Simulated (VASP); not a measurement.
Runs of VASP 6.6.1 on TiAl3. The structure is that of space group Pm-3m (No. 221), or close to it. The cells are those of the table. 

```csv
task,cell,k mesh,cutoff (eV),smearing,gap on the mesh (eV),pressure (GPa)
relaxation of cell and atoms,"relaxed from a = 3.956 Å, 4 atoms",10 × 10 × 10,600,gaussian 0.1 eV,none,0.0
single point,"a = 3.956 Å, 4 atoms",12 × 12 × 12,520,gaussian 0.15 eV,none,-0.1
single point,"a = 4.083 Å, 4 atoms",10 × 10 × 10,520,gaussian 0.1 eV,none,-9.2
single point,"a = 3.875 Å, 4 atoms",10 × 10 × 10,520,gaussian 0.1 eV,none,8.0
single point,"a = 4.035, b = 4.035, c = 3.902 Å, 4 atoms",14 × 14 × 14,520,gaussian 0.1 eV,none,(a)
single point,"a = 3.956 Å, 4 atoms",10 × 10 × 10,520,gaussian 0.1 eV,none,-0.1
relaxation of cell and atoms,"relaxed to 90 GPa from a = 3.531 Å, 4 atoms",12 × 12 × 12,600,gaussian 0.1 eV,none,90.0
single point,"a = 3.833 Å, 4 atoms",10 × 10 × 10,520,gaussian 0.1 eV,none,13.0
```

Alike in all rows: level r2SCAN; potentials or basis VASP PAW PBE potentials, release 64 (Ti_sv, Al); no spin polarisation.

Task: Fill in the values left out.

Result: (a) -2.9.

Caveats: the PAW data sets were made with another functional, which shifts forces and pressure a little; the cell is relaxed towards a set pressure, so the enthalpy falls and the energy may rise (some runs).

A gap of «none» marks levels without a gap at the run's occupations.
